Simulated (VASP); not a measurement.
**Si: relaxation of cell and atoms with LDA**

The system is Si.

```
CELL_PARAMETERS angstrom
0.00000 2.70097 2.70097
2.70097 0.00000 2.70097
2.70097 2.70097 0.00000
ATOMIC_POSITIONS crystal
Si 0.75000 0.75000 0.75000
Si 0.50000 0.50000 0.50000
```

```
Program                : VASP 6.6.1
Task                   : relaxation of cell and atoms
Functional             : LDA
Potentials or basis    : VASP PAW LDA potentials, release 64 (Si)
Cutoff                 : 600 eV
k mesh                 : 12 × 12 × 12
Occupations            : gaussian, width 0.02 eV
Spin                   : no spin polarisation
Dipole correction      : no
Further INCAR settings : ALGO = Normal; EDIFF = 1e-07; IBRION = 2; EDIFFG = -0.005; NSW = 100; ISIF = 3
```

* Relaxed volume: 19.72 Å³/atom
* Relaxed cell: a = 3.820 Å, b = 3.820 Å, c = 3.820 Å, α = 60.00°, β = 60.00°, γ = 60.00°
* Space group after relaxing (to 0.1 Å): Fd-3m (No. 227)
* Energy gained by relaxing: 0.0 meV/atom
* Ionic steps: 3
* Pressure after relaxing: 0.0 GPa
* Band gap on the k mesh: 0.44 eV (least direct gap 2.53 eV)

Final structure:
```yaml
crystal:
  lattice:
    - [0.00000, 2.70148, 2.70148]
    - [2.70148, 0.00000, 2.70148]
    - [2.70148, 2.70148, 0.00000]
  atoms:
    - { symbol: Si, position: [0.75000, 0.75000, 0.75000] }
    - { symbol: Si, position: [0.50000, 0.50000, 0.50000] }
```

Levels at points of the mesh, in eV from the valence-band top:
| k point | band 1 | band 2 | band 3 | band 4 | band 5 | band 6 | band 7 | band 8 |
| --- | --- | --- | --- | --- | --- | --- | --- | --- |
| (0.00, 0.00, 0.00) | -12.06 | 0.00 | 0.00 | 0.00 | 2.53 | 2.53 | 2.53 | 3.39 |
| (0.50, 0.00, 0.00) | -9.69 | -7.06 | -1.21 | -1.21 | 1.48 | 3.29 | 3.29 | 7.54 |
| (0.50, 0.50, 0.00) | -7.86 | -7.86 | -2.89 | -2.89 | 0.58 | 0.58 | 10.11 | 10.11 |

Wall time 41 s on 1 thread of Intel Xeon 8259CL, with other jobs on the host, peak memory 0.16 GiB.

Caveat: semilocal functionals underestimate gaps, and a narrow one can read as zero. A k mesh can miss the band edges.
